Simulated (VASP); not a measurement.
# AlNi2 (P-3m1) in VASP: a series of runs

AlNi2 is run at these levels: r2SCAN; tasks: single point.

Everything below comes from runs of VASP 6.6.1. Logs are shortened: lines on timing, memory, paths and dates and some standing lists are left out, and cuts for length are marked.

## 1. The cell of the first run

It takes space group P-3m1 (No. 164, trigonal). The conventional cell has a = 3.382 Å, b = 3.382 Å, c = 4.909 Å, α = 90.00°, β = 90.00°, γ = 120.00°. Within 2.8 Å of Al (site symmetry 3m) lie 11 Ni at 2.05 to 2.48 Å and 3 Al at 2.70 Å. Ni (site symmetry 3m) has 5 Al at 2.05 to 2.48 Å and 9 Ni at 2.15 to 2.67 Å within 2.7 Å. Ni (site symmetry -3m) has 8 Ni at 2.15 to 2.45 Å and 6 Al at 2.48 Å within 2.9 Å. Ni (site symmetry -3m) has 6 Al at 2.16 Å and 8 Ni at 2.45 to 2.49 Å within 2.9 Å.

## 2. Single point, r2SCAN (strain -0.1500 x Voigt [1, 1, 0, 0, 0, 0])

The input, POSCAR:

```
AlNi2
1.0
    3.3818661704      0.0000000000      0.0000000000
   -1.6909330852      2.9287820158      0.0000000000
    0.0000000000      0.0000000000      4.9093310339
Al Ni
2 4
Direct
    0.3333333333      0.6666666667      0.1899341817
    0.6666666667      0.3333333333      0.8100658183
    0.3333333333      0.6666666667      0.6853320868
    0.6666666667      0.3333333333      0.3146679132
    0.0000000000      0.0000000000      0.5000000000
    0.0000000000      0.0000000000      0.0000000000
```

The input, INCAR.step1:

```
PREC = Accurate
ENCUT = 520
ISMEAR = 0
SIGMA = 0.15
LREAL = False
LASPH = True
NELM = 80
NBANDS = 32
GGA = PE
ALGO = Normal
EDIFF = 1E-4
LWAVE = True
LCHARG = False
```

The input, INCAR.step2:

```
PREC = Accurate
ENCUT = 520
EDIFF = 1E-7
ISMEAR = 0
SIGMA = 0.15
LREAL = False
LASPH = True
NELM = 80
ALGO = Normal
ISIF = 2
LWAVE = False
LCHARG = True
METAGGA = R2SCAN
LMIXTAU = True
LELF = True
LVHAR = True
NBANDS = 32
ISTART = 1
```

The input, KPOINTS:

```
regular mesh
0
Gamma
  12 12 10
```

Potentials or basis: VASP PAW PBE potentials, release 64 (Al, Ni).

Launch:

```sh
cat potpaw_PBE.64/Al/POTCAR potpaw_PBE.64/Ni/POTCAR > POTCAR
cp INCAR.step1 INCAR
mpirun -np 1 vasp_std > vasp.out
cp INCAR.step2 INCAR
mpirun -np 1 vasp_std > vasp.out
```

OUTCAR:

```text
PREC = Accurate
   ENCUT = 520
   EDIFF = 1E-7
   ISMEAR = 0
   LREAL = False
   LASPH = True
   NELM = 80
   ISIF = 2
   METAGGA = R2SCAN
   ISTART = 1

 ion  position               nearest neighbor table
   1  0.333  0.667  0.190-   4 2.05   4 2.05   4 2.05   6 2.16   6 2.16   6 2.16   3 2.43   5 2.48
                             5 2.48   5 2.48   3 2.48   2 2.70   2 2.70   2 2.70
   2  0.667  0.333  0.810-   3 2.05   3 2.05   3 2.05   6 2.16   6 2.16   6 2.16   4 2.43   5 2.48
                             5 2.48   5 2.48   4 2.48   1 2.70   1 2.70   1 2.70
   3  0.333  0.667  0.685-   2 2.05   2 2.05   2 2.05   5 2.15   5 2.15   5 2.15   1 2.43   1 2.48
                             6 2.49   6 2.49   6 2.49   4 2.67   4 2.67   4 2.67
   4  0.667  0.333  0.315-   1 2.05   1 2.05   1 2.05   5 2.15   5 2.15   5 2.15   2 2.43   2 2.48
                             6 2.49   6 2.49   6 2.49   3 2.67   3 2.67   3 2.67
   5  0.000  0.000  0.500-   3 2.15   4 2.15   4 2.15   3 2.15   4 2.15   3 2.15   6 2.45   6 2.45
                             1 2.48   2 2.48   1 2.48   2 2.48   1 2.48   2 2.48
   6  0.000  0.000  0.000-   2 2.16   1 2.16   2 2.16   1 2.16   2 2.16   1 2.16   5 2.45   5 2.45
                             3 2.49   4 2.49   4 2.49   3 2.49   3 2.49   4 2.49

  LATTYP: Found a hexagonal cell.
 ALAT       =     3.3818661704
 C/A-ratio  =     1.4516633085

  Lattice vectors:

 A1 = (   3.3818661704,   0.0000000000,   0.0000000000)
 A2 = (  -1.6909330852,   2.9287820158,   0.0000000000)
 A3 = (   0.0000000000,   0.0000000000,   4.9093310339)

Analysis of symmetry for initial positions (statically):
=====================================================================
 Subroutine PRICEL returns:
 Original cell was already a primitive cell.

 Routine SETGRP: Setting up the symmetry group for a
 hexagonal supercell.

 Subroutine GETGRP returns: Found 12 space group operations
 (whereof 12 operations were pure point group operations)
 out of a pool of 24 trial point group operations.

The static configuration has the point symmetry D_3d.

Analysis of symmetry for dynamics (positions and initial velocities):
=====================================================================
 Subroutine PRICEL returns:
 Original cell was already a primitive cell.

 Routine SETGRP: Setting up the symmetry group for a
 hexagonal supercell.

 Subroutine GETGRP returns: Found 12 space group operations
 (whereof 12 operations were pure point group operations)
 out of a pool of 24 trial point group operations.

The dynamic configuration has the point symmetry D_3d.

 Subroutine INISYM returns: Found 12 space group operations
[... 105 lines left out ...]
   EDIFF  = 0.1E-06   stopping-criterion for ELM
   LREAL  =      F    real-space projection
   EDIFFG = 0.1E-05   stopping-criterion for IOM
   NSW    =      0    number of steps for IOM
   IBRION =     -1    ionic relax: 0-MD 1-quasi-New 2-CG
   NFREE  =      0    steps in history (QN), initial steepest desc. (CG)
   ISIF   =      2    stress and relaxation
   ISYM   =      2    0-nonsym 1-usesym 2-fastsym
   POTIM  = 0.5000    time-step for ionic-motion
   TEBEG  =    0.0;   TEEND  =   0.0 temperature during run
   PSTRESS=    0.0 pullay stress
   NELECT =      46.0000    total number of electrons
   NUPDOWN=      -1.0000    fix difference up-down
   EMIN   =  10.00;   EMAX   =-10.00  energy-range for DOS
   EFERMI =   0.00;   METHOD = LEGACY
   ISMEAR =     0;   SIGMA  =   0.15  broadening in eV -4-tet -1-fermi 0-gaus
   EFERMI_NEDOS =   21; number of points for ismear=-14 and -15
   IALGO  =     38    algorithm
   IMIX   =      4    mixing-type and parameters
     AMIX     =   0.40;   BMIX     =  1.00
     AMIX_MAG =   1.60;   BMIX_MAG =  1.00
  volume/ion in A,a.u.               =       8.10        54.69
  Fermi-wavevector in a.u.,A,eV,Ry     =   1.607085  3.036950 35.140069  2.582722
  Thomas-Fermi vector in A             =   2.703170
   LORBIT       =      0    0 simple, 1 ext, 2 COOP (PROOUT), +10 PAW based schemes
   METAGGA = R2SCAN    functional components
   LHFCALC =     F    Hartree Fock is set to
   AEXX    =    0.0000 exact exchange contribution
   IVDW    =     0    specifies the selected vdW correction
   LEPSILON=     F    determine dielectric tensor
   LRPA    =     F    only Hartree local field effects (RPA)
 non-spin polarized calculation
 Gauss-broadening in eV      SIGMA  =   0.15
  energy-cutoff  :      520.00
  volume of cell :       48.63
 maximum number of plane-waves:      1332
 NGX is ok and might be reduce to    28
   NGX = 13   NGY = 13   NGZ = 19

 number of electron      45.9999990 magnetization

 Free energy of the ion-electron system (eV)
  ---------------------------------------------------
  ext. energy  EPLUGINS =         0.00000000
  ---------------------------------------------------
  free energy    TOTEN  =       -56.92532519 eV

  energy without entropy =      -56.90157563  energy(sigma->0) =      -56.91345041

 E-fermi :  15.2792     XC(G=0): -15.6300

 val. band max:       15.2670780152   @ k =  -0.0833   0.5000   0.2000
 cond. band min:      15.2923379761   @ k =   0.0000   0.4167   0.1000
 fundamental gap:      0.0252599610
 Fermi energy:        15.2791684460

 k-point     1 :       0.0000    0.0000    0.0000
  band No.  band energies     occupation
      1       1.4555      2.00000
      2       7.0627      2.00000
      3       7.1561      2.00000
      4       9.0802      2.00000
      5       9.0803      2.00000
      6       9.6873      2.00000
[... 829 lines left out ...]
     31      24.7162      0.00000
     32      25.9359      0.00000

 [... further k-points ...]
[... 5 lines left out ...]
  --------------------------------------------------------------------------------------
  -------------------------------------------------------------------------------------
  Total       51.4401191     51.4401191     22.9161862      0.0000000      0.0000000     -0.0000000
  in kB     1694.9104746   1694.9104746    755.0698689      0.0000000      0.0000000     -0.0000000
  external PRESSURE =    1381.6302727 kB  Pullay stress =       0.0000000 kB

 VOLUME and BASIS-vectors are now :
 -----------------------------------------------------------------------------
  energy-cutoff  :      520.00
  volume of cell :       48.63
      direct lattice vectors                 reciprocal lattice vectors
     3.381866170  0.000000000  0.000000000     0.295694729  0.170719431  0.000000000
    -1.690933085  2.928782016  0.000000000     0.000000000  0.341438863  0.000000000
     0.000000000  0.000000000  4.909331034     0.000000000  0.000000000  0.203693740

 POSITION                                       TOTAL-FORCE (eV/Angst)
 -----------------------------------------------------------------------------------
     -0.00000      1.95252      0.93245         0.000000     -0.000000     -0.568059
      1.69093      0.97626      3.97688        -0.000000      0.000000      0.568059
     -0.00000      1.95252      3.36452         0.000000     -0.000000      0.100004
      1.69093      0.97626      1.54481         0.000000      0.000000     -0.100004
      0.00000      0.00000      2.45467         0.000000      0.000000      0.000000
      0.00000      0.00000      0.00000         0.000000      0.000000      0.000000
 -----------------------------------------------------------------------------------
    total drift:                                0.000000     -0.000000      0.000000

  FREE ENERGIE OF THE ION-ELECTRON SYSTEM (eV)
  ---------------------------------------------------
  free  energy   TOTEN  =       -56.9253251851 eV

  energy  without entropy=      -56.9015756281  energy(sigma->0) =      -56.91345041
```

OUTCAR.step1:

```text
PREC = Accurate
   ENCUT = 520
   ISMEAR = 0
   LREAL = False
   LASPH = True
[... 1083 lines left out ...]
     -0.00000      1.95252      3.36452        -0.000000     -0.000000      0.142108
      1.69093      0.97626      1.54481         0.000000      0.000000     -0.142108
      0.00000      0.00000      2.45467        -0.000000      0.000000      0.000000
      0.00000      0.00000      0.00000        -0.000000      0.000000      0.000000
 -----------------------------------------------------------------------------------
    total drift:                                0.000000      0.000000      0.000000

  FREE ENERGIE OF THE ION-ELECTRON SYSTEM (eV)
  ---------------------------------------------------
  free  energy   TOTEN  =       -24.1011738944 eV

  energy  without entropy=      -24.0764748277  energy(sigma->0) =      -24.08882436
```

OSZICAR.step1:

```text
N       E                     dE             d eps       ncg     rms          rms(c)
DAV:   1     0.320232801645E+03    0.32023E+03   -0.19974E+04 10680   0.199E+03
DAV:   2    -0.685990907556E+01   -0.32709E+03   -0.30874E+03 10392   0.376E+02
DAV:   3    -0.287253978776E+02   -0.21865E+02   -0.21129E+02 11624   0.126E+02
DAV:   4    -0.291514213142E+02   -0.42602E+00   -0.42546E+00 12568   0.171E+01
DAV:   5    -0.291666365647E+02   -0.15215E-01   -0.15214E-01 14064   0.289E+00    0.310E+01
DAV:   6    -0.273172541974E+02    0.18494E+01   -0.40592E+01 11888   0.112E+02    0.172E+01
DAV:   7    -0.254642242529E+02    0.18530E+01   -0.18014E+01 11824   0.127E+02    0.151E+01
DAV:   8    -0.246926567362E+02    0.77157E+00   -0.12249E+01 11584   0.744E+01    0.875E+00
DAV:   9    -0.242804435843E+02    0.41221E+00   -0.18676E+00 13096   0.422E+01    0.470E+00
DAV:  10    -0.241120566367E+02    0.16839E+00   -0.71009E-01 12872   0.259E+01    0.184E+00
DAV:  11    -0.241000176669E+02    0.12039E-01   -0.14985E-01 12912   0.679E+00    0.618E-01
DAV:  12    -0.241015739537E+02   -0.15563E-02   -0.24961E-02 12040   0.198E+00    0.337E-01
DAV:  13    -0.241013804548E+02    0.19350E-03   -0.19818E-03 12592   0.704E-01    0.200E-01
DAV:  14    -0.241011744068E+02    0.20605E-03   -0.72252E-04 11072   0.701E-01    0.249E-02
DAV:  15    -0.241011738944E+02    0.51240E-06   -0.14055E-04  5904   0.147E-01
   1 F= -.24101174E+02 E0= -.24088824E+02  d E =-.246991E-01
```

Wall time 21 min (1 thread of Intel Xeon Platinum 8375C at 2.90GHz (Ice Lake), shared host); peak memory 0.32 GiB.

What came out:

```yaml
Free_energy: -56.9253 eV
Pressure: 138.2 GPa
Largest_force: 0.568 eV/Å
Band_gap_on_the_k_mesh: zero (bands 23 and 24 overlap by 3.60 eV)
```

Forces on the atoms (eV/Å):
```
Al   0.000  0.000 -0.568
Al   0.000  0.000  0.568
Ni   0.000  0.000  0.100
Ni   0.000  0.000 -0.100
Ni   0.000  0.000  0.000
Ni   0.000  0.000  0.000
```

Stress tensor (GPa, compression positive):
```
169.49   0.00   0.00
  0.00 169.49   0.00
  0.00   0.00  75.51
```

Caveat: the cell differs from its parent crystal (strain -0.1500 x Voigt [1, 1, 0, 0, 0, 0]); the stress differs along the axes, from 76 to 169 GPa; the PAW data sets were made with another functional, which shifts forces and pressure a little. Spin polarisation is off, so any magnetic state and its effect on volume and gap are missing.

## 3. Single point, r2SCAN (strain -0.0750 x Voigt [1, 1, 0, 0, 0, 0])

Edit POSCAR of step 2 so:

```diff
@@ -2,4 +2,4 @@
 1.0
-    3.3818661704      0.0000000000      0.0000000000
-   -1.6909330852      2.9287820158      0.0000000000
+    3.6802661266      0.0000000000      0.0000000000
+   -1.8401330633      3.1872039583      0.0000000000
     0.0000000000      0.0000000000      4.9093310339
```

The input, INCAR.step1:

```
SYSTEM = AlNi2
ALGO = Normal
EDIFF = 1E-4
ENCUT = 520
GGA = PE
ISMEAR = 0
LASPH = .True.
LCHARG = .False.
LREAL = .False.
LWAVE = .True.
NBANDS = 32
NELM = 100
PREC = Accurate
SIGMA = 0.15
```

The input, INCAR.step2:

```
SYSTEM = AlNi2
ALGO = Normal
EDIFF = 1E-6
ENCUT = 520
ISIF = 2
ISMEAR = 0
ISTART = 1
LASPH = .True.
LCHARG = .True.
LELF = .True.
LMIXTAU = .True.
LREAL = .False.
LVHAR = .True.
LWAVE = .False.
METAGGA = R2SCAN
NBANDS = 32
NELM = 100
PREC = Accurate
SIGMA = 0.15
```

The input, KPOINTS:

```
k-points
0
Gamma
  12 12 10
  0 0 0
```

Potentials or basis: VASP PAW PBE potentials, release 64 (Al, Ni).

Launch:

```sh
cat potpaw_PBE.64/Al/POTCAR potpaw_PBE.64/Ni/POTCAR > POTCAR
cp INCAR.step1 INCAR
mpirun -np 1 vasp_std > vasp.out
cp INCAR.step2 INCAR
mpirun -np 1 vasp_std > vasp.out
```

Run time: 20 min. Hardware: 1 thread of Intel Xeon Platinum 8375C at 2.90GHz (Ice Lake), shared host; peak memory 0.35 GiB.

It converged, with:

* Free energy: -62.8143 eV
* Pressure: 44.2 GPa
* Largest force: 0.152 eV/Å
* Band gap on the k mesh: zero (bands 23 and 24 overlap by 4.06 eV)

Forces in eV/Å, atoms in the order of the input:
```
Al   0.000  0.000 -0.152
Al   0.000  0.000  0.152
Ni   0.000  0.000  0.000
Ni   0.000  0.000  0.000
Ni   0.000  0.000  0.000
Ni   0.000  0.000  0.000
```

Stress tensor (GPa, compression positive):
```
55.69  0.00  0.00
 0.00 55.69  0.00
 0.00  0.00 21.33
```

Levels at points of the mesh, in eV from the Fermi level:
| k point | band 21 | band 22 | band 23 | band 24 | band 25 | band 26 |
| --- | --- | --- | --- | --- | --- | --- |
| (0.00, 0.00, 0.00) | -0.67 | -0.67 | 0.48 | 3.99 | 3.99 | 5.13 |
| (0.50, 0.00, 0.00) | -1.04 | -0.79 | -0.69 | -0.52 | 1.00 | 2.00 |
| (0.00, 0.00, 0.50) | -0.86 | -0.86 | 3.50 | 4.75 | 4.75 | 5.34 |
| (0.50, 0.00, 0.50) | -1.05 | -0.79 | -0.52 | -0.29 | 2.03 | 2.20 |

Caveat: the cell differs from its parent crystal (strain -0.0750 x Voigt [1, 1, 0, 0, 0, 0]); the stress differs along the axes, from 21 to 56 GPa; the PAW data sets were made with another functional, which shifts forces and pressure a little. Spin polarisation is off, so any magnetic state and its effect on volume and gap are missing.

(Part 1 of 2 ends here.)

The gap in the log of VASP goes by the Fermi energy; the results here count the filled bands.